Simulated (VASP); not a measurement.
# Ag (P-1) in VASP: further runs

The runs below take Ag through single point, with LDA, PBEsol, r2SCAN.

Everything below comes from runs of VASP 6.6.1. Logs are shortened: lines on timing, memory, paths and dates and some standing lists are left out, and cuts for length are marked.

### Step 1. The cell of the first run

The typed cell holds 1 atom: a = 2.819 Å, b = 2.883 Å, c = 2.861 Å, α = 109.89°, β = 107.88°, γ = 109.47°.

### Step 2. Single point, LDA

INCAR

```
  ALGO = Normal
  EDIFF = 1E-6
  ENCUT = 520
  ISIF = 2
  ISMEAR = -1
  LASPH = True
  LCHARG = False
  LREAL = False
  LWAVE = False
  NBANDS = 12
  NELM = 80
  PREC = Accurate
  SIGMA = 0.05
```

KPOINTS

```
k-points
0
Gamma
  6 6 6
```

POSCAR

```
Ag
1.0
   -1.6103805100      1.6535326600      1.6181576800
    1.6593070500     -1.6605473000      1.6740988600
    1.6393304800      1.6894972700     -1.6251723200
Ag
1
Direct
    0.0000000000      0.0000000000      0.0000000000
```

Potentials or basis: VASP PAW LDA potentials, release 64 (Ag).

Started as:

```console
$ cat potpaw_LDA.64/Ag/POTCAR > POTCAR
$ mpirun -np 1 vasp_std > vasp.out
```

OUTCAR:

```text
EDIFF = 1E-6
   ENCUT = 520
   ISIF = 2
   ISMEAR = -1
   LASPH = True
   LREAL = False
   NELM = 80
   PREC = Accurate

 ion  position               nearest neighbor table
   1  0.000  0.000  0.000-

  LATTYP: Found a triclinic cell.
 ALAT       =     8.1541336646
 B/A-ratio  =     0.3535977825
 C/A-ratio  =     0.5810057972
 COS(alpha) =     0.0005620897
 COS(beta)  =     0.2946861589
 COS(gamma) =     0.9417683507

  Lattice vectors:

 A1 = (   3.2896641300,  -6.6641245300,   3.3552123600)
 A2 = (   1.6593070500,  -1.6605473000,   1.6740988600)
 A3 = (  -3.3275875000,  -3.3719799000,  -0.0419119000)

Analysis of symmetry for initial positions (statically):
=====================================================================
 Subroutine PRICEL returns:
 Original cell was already a primitive cell.

 Routine SETGRP: Setting up the symmetry group for a
 triclinic supercell.

 Subroutine GETGRP returns: Found  2 space group operations
 (whereof  2 operations were pure point group operations)
 out of a pool of  2 trial point group operations.

The static configuration has the point symmetry S_2 .

Analysis of symmetry for dynamics (positions and initial velocities):
=====================================================================
 Subroutine PRICEL returns:
 Original cell was already a primitive cell.

 Routine SETGRP: Setting up the symmetry group for a
 triclinic supercell.

 Subroutine GETGRP returns: Found  2 space group operations
 (whereof  2 operations were pure point group operations)
 out of a pool of  2 trial point group operations.

The dynamic configuration has the point symmetry S_2 .

 Subroutine INISYM returns: Found  2 space group operations
 (whereof  2 operations are pure point group operations),
 and found     1 'primitive' translations

----------------------------------------------------------------------------------------

                                     Primitive cell

  volume of cell :      18.1471

  direct lattice vectors                    reciprocal lattice vectors
    -1.610380510  1.653532660  1.618157680    -0.007147690  0.299830639  0.304488093
     1.659307050 -1.660547300  1.674098860     0.298733347 -0.001958955  0.299299358
     1.639330480  1.689497270 -1.625172320     0.300610010  0.296518567 -0.003835617

  length of vectors
     2.818852590  2.883283582  2.860592686     0.427390337  0.422877708  0.422260998

  position of ions in fractional coordinates (direct lattice)
     0.000000000  0.000000000  0.000000000

  ion indices of the primitive-cell ions
   primitive index   ion index
                 1           1

----------------------------------------------------------------------------------------

 KPOINTS: k-points

Automatic generation of k-mesh.
 Grid dimensions read from file:
 generate k-points for:    6    6    6

 Generating k-lattice:

  Cartesian coordinates                     Fractional coordinates (reciprocal lattice)
    -0.001191282  0.049971773  0.050748016     0.166666667  0.000000000  0.000000000
     0.049788891 -0.000326492  0.049883226     0.000000000  0.166666667  0.000000000
     0.050101668  0.049419761 -0.000639270    -0.000000000  0.000000000  0.166666667

  Length of vectors
     0.071231723  0.070479618  0.070376833

  Shift w.r.t. Gamma in fractional coordinates (k-lattice)
     0.000000000  0.000000000  0.000000000

 Subroutine IBZKPT returns following result:
 ===========================================

 Found    112 irreducible k-points:

 Following reciprocal coordinates:
            Coordinates               Weight
  0.000000  0.000000  0.000000      1.000000
  0.166667 -0.000000  0.000000      2.000000
  0.333333  0.000000 -0.000000      2.000000
  0.500000  0.000000  0.000000      1.000000
 -0.000000  0.166667  0.000000      2.000000
  0.166667  0.166667  0.000000      2.000000
[... 16 lines left out ...]
  0.333333  0.000000  0.166667      2.000000
  0.500000  0.000000  0.166667      2.000000
 [... further k-points ...]
   k-points           NKPTS =    112   k-points in BZ     NKDIM =    112   number of bands    NBANDS=     12
   number of dos      NEDOS =    301   number of ions     NIONS =      1
   total plane-waves  NPLWV =  13824
   dimension x,y,z NGX =    24 NGY =   24 NGZ =   24
   dimension x,y,z NGXF=    48 NGYF=   48 NGZF=   48
   ions per type =               1
   NGX,Y,Z   is equivalent  to a cutoff of  14.15, 13.84, 13.95 a.u.
   NGXF,Y,Z  is equivalent  to a cutoff of  28.31, 27.68, 27.90 a.u.
 SYSTEM =  unknown system
   PREC   = accura    normal or accurate (medium, high low for compatibility)
   ISTART =      0    job   : 0-new  1-cont  2-samecut
   ICHARG =      2    charge: 1-file 2-atom 10-const
   ISPIN  =      1    spin polarized calculation?
   LNONCOLLINEAR =      F non collinear calculations
   LSORBIT =      F    spin-orbit coupling
   LASPH  =      T    aspherical Exc in radial PAW
   ENCUT  =  520.0 eV  38.22 Ry    6.18 a.u.   5.24  5.36  5.32*2*pi/ulx,y,z
   NELM   =     80;   NELMIN=  2; NELMDL= -5     # of ELM steps
   EDIFF  = 0.1E-05   stopping-criterion for ELM
   LREAL  =      F    real-space projection
   EDIFFG = 0.1E-04   stopping-criterion for IOM
   NSW    =      0    number of steps for IOM
   IBRION =     -1    ionic relax: 0-MD 1-quasi-New 2-CG
   NFREE  =      0    steps in history (QN), initial steepest desc. (CG)
   ISIF   =      2    stress and relaxation
   ISYM   =      2    0-nonsym 1-usesym 2-fastsym
   POTIM  = 0.5000    time-step for ionic-motion
   TEBEG  =    0.0;   TEEND  =   0.0 temperature during run
   PSTRESS=    0.0 pullay stress
   NELECT =      11.0000    total number of electrons
   NUPDOWN=      -1.0000    fix difference up-down
   EMIN   =  10.00;   EMAX   =-10.00  energy-range for DOS
   EFERMI =   0.00;   METHOD = LEGACY
   ISMEAR =    -1;   SIGMA  =   0.05  broadening in eV -4-tet -1-fermi 0-gaus
   EFERMI_NEDOS =   21; number of points for ismear=-14 and -15
   IALGO  =     38    algorithm
   IMIX   =      4    mixing-type and parameters
     AMIX     =   0.40;   BMIX     =  1.00
     AMIX_MAG =   1.60;   BMIX_MAG =  1.00
  volume/ion in A,a.u.               =      18.15       122.46
  Fermi-wavevector in a.u.,A,eV,Ry     =   1.385489  2.618195 26.117482  1.919581
  Thomas-Fermi vector in A             =   2.509895
   LORBIT       =      0    0 simple, 1 ext, 2 COOP (PROOUT), +10 PAW based schemes
   GGA     = CA    functional components
   LHFCALC =     F    Hartree Fock is set to
   AEXX    =    0.0000 exact exchange contribution
   IVDW    =     0    specifies the selected vdW correction
   LEPSILON=     F    determine dielectric tensor
   LRPA    =     F    only Hartree local field effects (RPA)
 non-spin polarized calculation
  energy-cutoff  :      520.00
  volume of cell :       18.15
 maximum number of plane-waves:       499
 NGX is ok and might be reduce to    24
   NGX = 11   NGY = 11   NGZ = 11

 number of electron      11.0000000 magnetization

 Free energy of the ion-electron system (eV)
  ---------------------------------------------------
  ext. energy  EPLUGINS =         0.00000000
  ---------------------------------------------------
  free energy    TOTEN  =        -3.58236111 eV

  energy without entropy =       -3.57185754  energy(sigma->0) =       -3.57710932

 E-fermi :   7.4246     XC(G=0): -12.2225

 val. band max:        7.4183259232   @ k =  -0.0000   0.5000   0.1667
 cond. band min:       7.4284681293   @ k =  -0.0000   0.5000   0.3333
 fundamental gap:      0.0101422061
 Fermi energy:         7.4245979519

 k-point     1 :       0.0000    0.0000    0.0000
  band No.  band energies     occupation
      1      -0.0747      2.00000
      2       2.4468      2.00000
      3       2.6529      2.00000
      4       2.7547      2.00000
      5       3.8203      2.00000
      6       3.8918      2.00000
      7      24.7355      0.00000
      8      24.9869      0.00000
      9      25.3457      0.00000
     10      29.7953      0.00000
     11      30.0806      0.00000
     12      30.8984      0.00000

 k-point     2 :       0.1667   -0.0000    0.0000
  band No.  band energies     occupation
      1       0.7336      2.00000
      2       2.4523      2.00000
      3       2.6496      2.00000
      4       3.1066      2.00000
      5       3.6758      2.00000
      6       3.8761      2.00000
      7      22.0713      0.00000
      8      24.0235      0.00000
      9      25.6075      0.00000
     10      26.5771      0.00000
     11      27.6571      0.00000
     12      28.0753      0.00000

 k-point     3 :       0.3333    0.0000   -0.0000
  band No.  band energies     occupation
      1       1.4385      2.00000
      2       2.1073      2.00000
      3       3.6735      2.00000
      4       3.9085      2.00000
      5       4.1396      2.00000
      6       4.3387      2.00000
      7      15.5867      0.00000
      8      21.4766      0.00000
      9      22.8497      0.00000
     10      26.3082      0.00000
     11      27.3705      0.00000
     12      30.9687      0.00000
[... 286 lines left out ...]
 k-point    23 :       0.3333    0.0000    0.1667
  band No.  band energies     occupation
      1       1.6738      2.00000
      2       2.1239      2.00000
      3       3.3588      2.00000
      4       3.7088      2.00000
      5       4.1438      2.00000
      6       7.3705      1.49359
      7      13.2528      0.00000
      8      17.4429      0.00000
      9      21.0270      0.00000
     10      26.9857      0.00000
     11      29.9105      0.00000
     12      31.7437      0.00000

 k-point    24 :       0.5000    0.0000    0.1667
  band No.  band energies     occupation
      1       1.6609      2.00000
      2       2.1085      2.00000
      3       3.3634      2.00000
      4       3.7317      2.00000
      5       4.1776      2.00000
      6       7.6381      0.02756
      7      12.8787      0.00000
      8      17.6746      0.00000
      9      21.0273      0.00000
     10      26.8062      0.00000
     11      29.7830      0.00000
     12      31.5403      0.00000

 [... further k-points ...]

------------------------ aborting loop because EDIFF is reached ----------------------------------------

  FORCE on cell =-STRESS in cart. coord.  units (eV):
  Direction    XX          YY          ZZ          XY          YZ          ZX
  --------------------------------------------------------------------------------------
  -------------------------------------------------------------------------------------
  Total       -1.2662207     -1.1947212     -1.2610737      0.1161273      0.0526388      0.2008190
  in kB     -111.7924257   -105.4798599   -111.3380100     10.2526779      4.6473894     17.7299600
  external PRESSURE =    -109.5367652 kB  Pullay stress =       0.0000000 kB

 VOLUME and BASIS-vectors are now :
 -----------------------------------------------------------------------------
  energy-cutoff  :      520.00
  volume of cell :       18.15
      direct lattice vectors                 reciprocal lattice vectors
    -1.610380510  1.653532660  1.618157680    -0.007147690  0.299830639  0.304488093
     1.659307050 -1.660547300  1.674098860     0.298733347 -0.001958955  0.299299358
     1.639330480  1.689497270 -1.625172320     0.300610010  0.296518567 -0.003835617

 POSITION                                       TOTAL-FORCE (eV/Angst)
 -----------------------------------------------------------------------------------
      0.00000      0.00000      0.00000         0.000000     -0.000000      0.000000
 -----------------------------------------------------------------------------------
    total drift:                                0.000000      0.000000      0.000000

  FREE ENERGIE OF THE ION-ELECTRON SYSTEM (eV)
  ---------------------------------------------------
  free  energy   TOTEN  =        -3.5823611114 eV

  energy  without entropy=       -3.5718575384  energy(sigma->0) =       -3.57710932
```

It took 29 s on 1 thread of Intel Xeon Platinum 8375C at 2.90GHz (Ice Lake), shared host; peak memory 0.14 GiB.

Results:

```
Free energy            : -3.5824 eV
Pressure               : -11.0 GPa
Band gap on the k mesh : zero (an odd number of electrons rules out a gap without spin polarisation)
```

Caveat: the k points lie up to 0.45 Å⁻¹ apart, too coarse for converged energies and pressures of a metal.

### Step 3. Single point, PBEsol

INCAR

```
SYSTEM = Ag
ALGO = Fast
EDIFF = 1E-6
ENCUT = 520
GGA = PS
ISIF = 2
ISMEAR = -1
LASPH = .TRUE.
LCHARG = .TRUE.
LELF = .TRUE.
LREAL = .FALSE.
LVHAR = .TRUE.
LWAVE = .FALSE.
NBANDS = 12
NELM = 60
PREC = Accurate
SIGMA = 0.05
```

KPOINTS

```
k-points
0
G
  6 6 6
  0 0 0
```

POSCAR is that of step 2.

Potentials or basis: VASP PAW PBE potentials, release 64 (Ag).

Started as:

```console
$ cat potpaw_PBE.64/Ag/POTCAR > POTCAR
$ mpirun -np 1 vasp_std > vasp.out
```

It took 37 s on 1 thread of Intel Xeon Platinum 8375C at 2.90GHz (Ice Lake), shared host; peak memory 0.14 GiB.

Results (log left out):

```yaml
Free_energy: -3.1576 eV
Pressure: -7.0 GPa
Band_gap_on_the_k_mesh: zero (an odd number of electrons rules out a gap without spin polarisation)
```

Stress tensor (GPa, compression positive):
```
-7.18  0.92  1.61
 0.92 -6.55  0.49
 1.61  0.49 -7.14
```

Levels at points of the mesh, in eV from the Fermi level:
| k point | band 3 | band 4 | band 5 | band 6 | band 7 | band 8 | band 9 | band 10 |
| --- | --- | --- | --- | --- | --- | --- | --- | --- |
| (0.00, 0.00, 0.00) | -4.76 | -4.66 | -3.60 | -3.53 | 17.29 | 17.54 | 17.91 | 22.53 |
| (0.50, 0.00, 0.00) | -3.66 | -3.48 | -2.66 | -0.08 | 3.69 | 12.98 | 13.86 | 19.12 |
| (0.00, 0.50, 0.00) | -3.55 | -3.38 | -2.70 | -0.20 | 3.46 | 12.89 | 13.90 | 19.08 |
| (0.50, 0.50, 0.00) | -3.67 | -3.51 | -2.65 | -0.02 | 3.80 | 12.85 | 13.88 | 19.00 |
| (0.00, 0.00, 0.50) | -3.64 | -3.43 | -2.69 | -0.21 | 3.44 | 12.96 | 14.24 | 19.17 |
| (0.50, 0.00, 0.50) | -3.60 | -3.51 | -2.61 | 0.14 | 4.08 | 12.61 | 13.35 | 18.72 |
| (0.00, 0.50, 0.50) | -3.64 | -3.45 | -2.68 | -0.13 | 3.59 | 12.73 | 14.23 | 18.94 |
| (0.50, 0.50, 0.50) | -2.96 | -2.90 | -2.78 | 6.29 | 6.64 | 6.77 | 11.77 | 12.79 |

Caveat: the k points lie up to 0.45 Å⁻¹ apart, too coarse for converged energies and pressures of a metal; the PAW data sets were made with another functional, which shifts forces and pressure a little.

### Step 4. Single point, r2SCAN

POSCAR is that of step 3.

INCAR.step1

```
SYSTEM = Ag
ALGO     = Normal         ! electronic algorithm
EDIFF    = 1E-4           ! SCF threshold, eV
ENCUT    = 520            ! plane-wave cutoff, eV
GGA      = PE             ! functional
ISMEAR   = -1             ! smearing method
LASPH    = .True.         ! aspherical terms in the spheres
LCHARG   = .False.        ! write CHGCAR
LREAL    = .False.        ! projectors in reciprocal space
LWAVE    = .True.         ! write WAVECAR
NBANDS   = 12             ! bands
NELM     = 80             ! most SCF steps
PREC     = Accurate       ! precision mode
SIGMA    = 0.05           ! smearing width, eV
```

INCAR.step2

```
SYSTEM = Ag
ALGO     = Normal         ! electronic algorithm
EDIFF    = 1E-7           ! SCF threshold, eV
ENCUT    = 520            ! plane-wave cutoff, eV
ISIF     = 2              ! what is computed and relaxed
ISMEAR   = -1             ! smearing method
ISTART   = 1            
LASPH    = .True.         ! aspherical terms in the spheres
LCHARG   = .False.        ! write CHGCAR
LMIXTAU  = .True.       
LREAL    = .False.        ! projectors in reciprocal space
LWAVE    = .False.        ! write WAVECAR
METAGGA  = R2SCAN         ! meta-GGA
NBANDS   = 12             ! bands
NELM     = 80             ! most SCF steps
PREC     = Accurate       ! precision mode
SIGMA    = 0.05           ! smearing width, eV
```

KPOINTS

```
k-points
0
Gamma
  6 6 6
  0 0 0
```

Started as:

```console
$ cat potpaw_PBE.64/Ag/POTCAR > POTCAR
$ cp INCAR.step1 INCAR
$ mpirun -np 1 vasp_std > vasp.out
$ cp INCAR.step2 INCAR
$ mpirun -np 1 vasp_std > vasp.out
```

Run time: 2.1 min. Hardware: 1 thread of Intel Xeon Platinum 8375C at 2.90GHz (Ice Lake), shared host; peak memory 0.15 GiB.

The run converged. Its results:

```yaml
Free_energy: -21.2328 eV
Pressure: -3.0 GPa
Band_gap_on_the_k_mesh: zero (an odd number of electrons rules out a gap without spin polarisation)
```

Stress tensor (GPa, compression positive):
```
-3.12  1.28  1.95
 1.28 -2.64  0.39
 1.95  0.39 -3.13
```

Levels at points of the mesh, in eV from the Fermi level:
| k point | band 4 | band 5 | band 6 | band 7 | band 8 | band 9 |
| --- | --- | --- | --- | --- | --- | --- |
| (0.00, 0.00, 0.00) | -5.05 | -3.99 | -3.92 | 17.98 | 18.26 | 18.65 |
| (0.50, 0.00, 0.00) | -3.87 | -3.03 | 0.02 | 3.79 | 13.52 | 14.47 |
| (0.00, 0.50, 0.00) | -3.78 | -3.07 | -0.11 | 3.56 | 13.44 | 14.51 |
| (0.50, 0.50, 0.00) | -3.90 | -3.01 | 0.09 | 3.91 | 13.39 | 14.49 |
| (0.00, 0.00, 0.50) | -3.83 | -3.06 | -0.12 | 3.54 | 13.52 | 14.86 |
| (0.50, 0.00, 0.50) | -3.90 | -2.98 | 0.26 | 4.19 | 13.14 | 13.95 |
| (0.00, 0.50, 0.50) | -3.85 | -3.05 | -0.04 | 3.69 | 13.27 | 14.84 |
| (0.50, 0.50, 0.50) | -3.28 | -3.15 | 6.63 | 7.00 | 7.12 | 12.23 |

Caveat: the k points lie up to 0.45 Å⁻¹ apart, too coarse for converged energies and pressures of a metal; the PAW data sets were made with another functional, which shifts forces and pressure a little.

### Step 5. Single point, r2SCAN

POSCAR is that of step 4.

INCAR.step1

```
PREC = Accurate ; ENCUT = 520
ISMEAR = -1 ; SIGMA = 0.05
LREAL = F ; LASPH = T
NELM = 100 ; NBANDS = 12
GGA = PE ; ALGO = Normal
EDIFF = 1E-4 ; LWAVE = T
LCHARG = F
```

INCAR.step2

```
PREC = Accurate ; ENCUT = 520
EDIFF = 1E-7 ; ISMEAR = -1
SIGMA = 0.05 ; LREAL = F
LASPH = T ; NELM = 100
ALGO = Normal ; ISIF = 2
LWAVE = F ; LCHARG = T
METAGGA = R2SCAN ; LMIXTAU = T
LELF = T ; LVHAR = T
NBANDS = 12 ; ISTART = 1
```

KPOINTS

```
regular mesh
0
Gamma
  11 11 11
```

Started as:

```console
$ cat potpaw_PBE.64/Ag/POTCAR > POTCAR
$ cp INCAR.step1 INCAR
$ mpirun -np 1 vasp_std > vasp.out
$ cp INCAR.step2 INCAR
$ mpirun -np 1 vasp_std > vasp.out
```

Run time: 8.6 min. Hardware: 1 thread of Intel Xeon Platinum 8375C at 2.90GHz (Ice Lake), shared host; peak memory 0.26 GiB.

Results (log left out):

```yaml
Free_energy: -21.3241 eV
Pressure: -3.5 GPa
Band_gap_on_the_k_mesh: zero (an odd number of electrons rules out a gap without spin polarisation)
```

Stress tensor (GPa, compression positive):
```
-3.65 -0.98 -1.41
-0.98 -3.30  0.30
-1.41  0.30 -3.66
```

Levels at points of the mesh, in eV from the Fermi level:
```csv
k point,band 2,band 3,band 4,band 5,band 6,band 7,band 8,band 9,band 10,band 11
"(0.00, 0.00, 0.00)",-5.20,-5.02,-4.93,-3.85,-3.78,18.11,18.39,18.79,23.50,23.80
```

Caveat: the cell stands under tension; the PAW data sets were made with another functional, which shifts forces and pressure a little.

### Step 6. Summary

| level | potentials or basis | k mesh | gap on the mesh (eV) | pressure (GPa) |
| --- | --- | --- | --- | --- |
| LDA | VASP PAW LDA potentials, release 64 (Ag) | 6 × 6 × 6 | none | -11.0 |
| PBEsol | VASP PAW PBE potentials, release 64 (Ag) | 6 × 6 × 6 | none | -7.0 |
| r2SCAN | VASP PAW PBE potentials, release 64 (Ag) | 6 × 6 × 6 | none | -3.0 |
| r2SCAN | VASP PAW PBE potentials, release 64 (Ag) | 11 × 11 × 11 | none | -3.5 |

Alike in all rows: task single point; no spin polarisation; cell as given; cutoff (eV) 520; smearing fermi-dirac 0.05 eV.

Caveats: some runs use coarse meshes; the PAW data sets were made with another functional, which shifts forces and pressure a little (at least some runs); the cell stands under tension (at least some runs).

Total energies depend on the potentials used, so only differences within one code and one set of settings carry meaning.

The gap in the log of VASP goes by the Fermi energy; the results here count the filled bands.